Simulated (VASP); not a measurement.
# Al3H2 (P-3m1) in VASP: a series of runs, part 2 of 2

VASP 6.6.1. The steps go on from the part before.

## Step 3: Relaxation of cell and atoms, PBE

This run uses another cell than the first one, of 11.90 Å³/atom.

The input, INCAR:

```
PREC     = Accurate       # precision mode
ENCUT    = 600            # plane-wave cutoff, eV
EDIFF    = 1E-6           # SCF threshold, eV
ISMEAR   = 0              # smearing method
SIGMA    = 0.2            # smearing width, eV
LREAL    = F              # projectors in reciprocal space
LASPH    = T              # aspherical terms in the spheres
NELM     = 100            # most SCF steps
ALGO     = Normal         # electronic algorithm
ISIF     = 3              # what is computed and relaxed
LWAVE    = F              # write WAVECAR
LCHARG   = F              # write CHGCAR
GGA      = PE             # functional
IBRION   = 2              # ionic algorithm
NSW      = 36             # ionic steps
EDIFFG   = -0.08          # ionic threshold
```

The input, KPOINTS:

```
Automatic mesh
0
Gamma
  6 6 2
```

The input, POSCAR:

```
Al3H2
1.0
    2.8600000000      0.0000000000      0.0000000000
   -1.4300000000      2.4768326500      0.0000000000
    0.0000000000      0.0000000000      8.4000000000
Al H
3 2
Direct
    0.6666666700      0.3333333300      0.7250000000
    0.3333333300      0.6666666700      0.2750000000
    0.0000000000      0.0000000000      0.0000000000
    0.0000000000      0.0000000000      0.4550000000
    0.0000000000      0.0000000000      0.5450000000
```

Potentials or basis: VASP PAW PBE potentials, release 64 (Al, H).

Command:

```bash
$ cat potpaw_PBE.64/Al/POTCAR potpaw_PBE.64/H/POTCAR > POTCAR
$ mpirun -np 1 vasp_std > vasp.out
```

OUTCAR:

```text
PREC = Accurate
   ENCUT = 600
   EDIFF = 1E-6
   ISMEAR = 0
   LREAL = F
   LASPH = T
   NELM = 100
   ISIF = 3
   GGA = PE
   IBRION = 2
   NSW = 36
   EDIFFG = -0.08

 ion  position               nearest neighbor table
   1  0.667  0.333  0.725-   3 2.84   3 2.84   3 2.84
   2  0.333  0.667  0.275-   3 2.84   3 2.84   3 2.84
   3  0.000  0.000  0.000-   1 2.84   2 2.84   2 2.84   1 2.84   1 2.84   2 2.84
   4  0.000  0.000  0.455-   5 0.76
   5  0.000  0.000  0.545-   4 0.76

  LATTYP: Found a hexagonal cell.
 ALAT       =     2.8600000000
 C/A-ratio  =     2.9370629371

  Lattice vectors:

 A1 = (   2.8600000000,   0.0000000000,   0.0000000000)
 A2 = (  -1.4300000000,   2.4768326500,   0.0000000000)
 A3 = (   0.0000000000,   0.0000000000,   8.4000000000)

Analysis of symmetry for initial positions (statically):
=====================================================================
 Subroutine PRICEL returns:
 Original cell was already a primitive cell.

 Routine SETGRP: Setting up the symmetry group for a
 hexagonal supercell.

 Subroutine GETGRP returns: Found 12 space group operations
 (whereof 12 operations were pure point group operations)
 out of a pool of 24 trial point group operations.

The static configuration has the point symmetry D_3d.

Analysis of symmetry for dynamics (positions and initial velocities):
=====================================================================
[... 274 lines left out ...]
 fundamental gap:      0.0871962224
 Fermi energy:         3.6488454086

 k-point     1 :       0.0000    0.0000    0.0000
  band No.  band energies     occupation
      1      -6.9326      2.00000
      2      -5.4158      2.00000
      3      -4.0024      2.00000
      4      -3.0178      2.00000
      5       0.0859      2.00000
      6       3.7060      0.68609
      7       5.6873      0.00000
      8      10.3721      0.00000
      9      10.7012      0.00000
[... 145 lines left out ...]
 k-point    14 :       0.3333    0.3333    0.5000
  band No.  band energies     occupation
      1      -1.5820      2.00000
      2       1.2620      2.00000
      3       1.2620      2.00000
      4       1.4751      2.00000
      5       2.2719      2.00000
      6       3.0178      1.99999
      7       3.0178      1.99999
      8       5.3491      0.00000
      9       5.5553      0.00000

[... ionic steps 4 to 24 ...]

--------------------------------------- Ionic step       25  -------------------------------------------

 number of electron      10.9999999 magnetization

------------------------ aborting loop because EDIFF is reached ----------------------------------------
[... 73 lines left out ...]
--------------------------------------- Ionic step       27  -------------------------------------------

 number of electron      10.9999998 magnetization

 Free energy of the ion-electron system (eV)
  ---------------------------------------------------
  ext. energy  EPLUGINS =         0.00000000
  ---------------------------------------------------
  free energy    TOTEN  =       -17.36305759 eV

  energy without entropy =      -17.32030541  energy(sigma->0) =      -17.34168150

 E-fermi :   3.8307     XC(G=0):  -8.5132

 val. band max:        3.7752055365   @ k =   0.3333   0.1667   0.0000
 cond. band min:       4.1220548416   @ k =   0.3333  -0.0000   0.0000
 fundamental gap:      0.3468493051
 Fermi energy:         3.8307262661

 k-point     1 :       0.0000    0.0000    0.0000
  band No.  band energies     occupation
      1      -6.6564      2.00000
      2      -5.0068      2.00000
      3      -3.7583      2.00000
      4      -2.2882      2.00000
      5       0.5502      2.00000
      6       4.6233      0.00000
      7       6.4584      0.00000
      8      12.1549      0.00000
      9      12.1860      0.00000
[... 186 lines left out ...]
  FREE ENERGIE OF THE ION-ELECTRON SYSTEM (eV)
  ---------------------------------------------------
  free  energy   TOTEN  =       -17.3630575875 eV

  energy  without entropy=      -17.3203054069  energy(sigma->0) =      -17.34168150

 reached required accuracy - stopping structural energy minimisation
```

CONTCAR:

```text
Al3H2
   1.00000000000000
     2.8079036594275348   -0.0000000000000003   -0.0000000000000000
    -1.4039518297137670    2.4317158958909655    0.0000000000000000
    -0.0000000000000000   -0.0000000000000000   11.4977954675034795
  Al              H
     3     2
Direct
     0.6666666699999979    0.3333333300000021    0.7915032734830273
     0.3333333300000021    0.6666666699999979    0.2084967265169727
     0.0000000000000000    0.0000000000000000    0.0000000000000000
     0.0000000000000000    0.0000000000000000    0.4672612763951545
     1.0000000000000000    1.0000000000000000    0.5327387236048458

  0.00000000E+00  0.00000000E+00  0.00000000E+00
  0.00000000E+00  0.00000000E+00  0.00000000E+00
  0.00000000E+00  0.00000000E+00  0.00000000E+00
  0.00000000E+00  0.00000000E+00  0.00000000E+00
  0.00000000E+00  0.00000000E+00  0.00000000E+00
```

Run time: 72 s. Hardware: 1 thread of Intel Xeon 6975P-C (Granite Rapids), shared host; peak memory 0.19 GiB.

Results:

| Quantity | Value |
| --- | --- |
| Free energy | -17.3631 eV |
| Relaxed volume | 15.70 Å³/atom |
| Relaxed cell | a = 2.808 Å, b = 2.808 Å, c = 11.498 Å, α = 90.00°, β = 90.00°, γ = 120.00° |
| Space group after relaxing (to 0.1 Å) | P-3m1 (No. 164) |
| Energy gained by relaxing | 150.1 meV/atom |
| Ionic steps | 27 |
| Pressure after relaxing | -0.2 GPa |
| Largest force after relaxing | 0.027 eV/Å |
| Band gap on the k mesh | zero (an odd number of electrons rules out a gap without spin polarisation) |

Forces on the atoms (eV/Å):
```
Al   0.000  0.000 -0.027
Al   0.000  0.000  0.027
Al   0.000  0.000  0.000
H    0.000  0.000 -0.003
H    0.000  0.000  0.003
```

Stress tensor (GPa, compression positive):
```
-0.34  0.00  0.00
 0.00 -0.34  0.00
 0.00  0.00  0.06
```

Step by step:
| step | energy change (eV) | largest force (eV/Å) | pressure (GPa) | volume (Å³) |
| --- | --- | --- | --- | --- |
| 1 | 0.0000 | 2.6075 | 4.40 | 59.50 |
| 2 | -0.1347 | 0.6265 | -2.43 | 62.34 |
| 3 | -0.1980 | 0.4595 | -0.01 | 61.05 |
| 4 | -0.2161 | 0.3825 | 0.19 | 61.12 |
| 5 | -0.2444 | 0.2872 | 0.96 | 61.31 |
| 6 | -0.2620 | 0.3004 | 0.94 | 61.81 |
| 7 | -0.3222 | 0.2361 | 1.04 | 63.30 |
| 8 | -0.4328 | 0.7079 | 1.70 | 66.29 |
| 9 | 0.3256 | 11.9889 | 5.90 | 72.33 |
| 10 | -0.4184 | 1.5441 | 2.46 | 66.72 |
| 11 | -0.4212 | 1.5758 | 2.45 | 66.82 |
| 12 | -0.4286 | 1.6734 | 2.41 | 67.13 |
| 13 | -0.4405 | 1.8788 | 2.34 | 67.75 |
| 14 | -0.4533 | 2.3406 | 2.25 | 68.99 |
| 15 | -0.4787 | 2.0564 | 1.96 | 69.30 |
| 16 | -0.5419 | 1.2587 | 1.13 | 70.24 |
| 17 | -0.6164 | 0.0942 | -0.33 | 72.09 |
| 18 | -0.5916 | 2.0001 | -2.43 | 75.77 |
| 19 | -0.6307 | 1.0174 | -1.31 | 73.63 |
| 20 | -0.6457 | 1.0188 | -1.35 | 74.03 |
| 21 | -0.6828 | 0.9917 | -1.37 | 75.20 |
| 22 | -0.7319 | 0.7967 | -1.09 | 77.43 |
| 23 | -0.7073 | 0.1673 | 0.46 | 81.44 |
| 24 | -0.7476 | 0.4143 | -0.55 | 78.72 |
| 25 | -0.7479 | 0.3839 | -0.50 | 78.89 |
| 26 | -0.7501 | 0.1915 | -0.08 | 78.33 |
| 27 | -0.7507 | 0.0274 | -0.21 | 78.51 |

Final structure:
```cif
data_structure
_symmetry_space_group_name_H-M 'P 1'
_symmetry_Int_Tables_number 1
_cell_length_a 2.8079
_cell_length_b 2.8079
_cell_length_c 11.4978
_cell_angle_alpha 90.000
_cell_angle_beta 90.000
_cell_angle_gamma 120.000
_cell_volume 78.51
loop_
_atom_site_label
_atom_site_type_symbol
_atom_site_fract_x
_atom_site_fract_y
_atom_site_fract_z
_atom_site_occupancy
Al1 Al 0.66667 0.33333 0.79150 1
Al2 Al 0.33333 0.66667 0.20850 1
Al3 Al 0.00000 0.00000 0.00000 1
H1 H 0.00000 0.00000 0.46726 1
H2 H 0.00000 0.00000 0.53274 1
```

Levels at points of the mesh, in eV from the Fermi level:
```
           k point  band 2  band 3  band 4  band 5  band 6  band 7  band 8  band 9
(0.00, 0.00, 0.00)   -8.84   -7.59   -6.12   -3.28    0.79    2.63    8.32    8.36
(0.50, 0.00, 0.00)   -4.45   -4.32   -3.07   -2.50   -0.40   -0.11    2.52    2.70
(0.00, 0.00, 0.50)   -8.89   -7.37   -6.41   -2.92   -0.08    4.68    5.09   12.13
(0.50, 0.00, 0.50)   -4.45   -4.34   -3.03   -2.50   -0.37   -0.21    2.54    2.80
```

Caveat: the k points lie up to 0.43 Å⁻¹ apart in the final cell, too coarse for converged energies and pressures of a metal; the volume moved by over 15 % at a fixed basis, so the end points are rough.
